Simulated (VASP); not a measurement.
Runs of VASP 6.6.1 on TiO2 (Anatase). The structure is that of space group I4_1/amd (No. 141), or close to it. The cells are those of the table. 

| cell | gap on the mesh (eV) | pressure (GPa) | largest force (eV/Å) |
| --- | --- | --- | --- |
| a = 5.530 Å, angles 139.4, 139.4, 58.7°, 6 atoms | 1.95 | -13.2 | 0.31 |
| a = 5.309 Å, angles 139.4, 139.4, 58.7°, 6 atoms | (c) | 15.7 | 0.46 |
| a = 5.384 Å, angles 139.4, 139.4, 58.7°, 6 atoms | 2.12 | 3.9 | (a) |
| a = 5.458 Å, angles 139.4, 139.4, 58.7°, 6 atoms | (b) | -5.6 | 0.09 |
| a = 5.231 Å, angles 139.4, 139.4, 58.7°, 6 atoms | 2.28 | 30.2 | (d) |

Alike in all rows: task single point; level LDA; potentials or basis VASP PAW LDA potentials, release 64 (Ti_sv, O); no spin polarisation; k mesh 8 × 8 × 8; cutoff (eV) 520; smearing gaussian 0.01 eV.

**Question.** Fill in the values left out.

**Answer.** (a) 0.17; (b) 2.03; (c) 2.20; (d) 0.81.

A k mesh can miss the band edges.
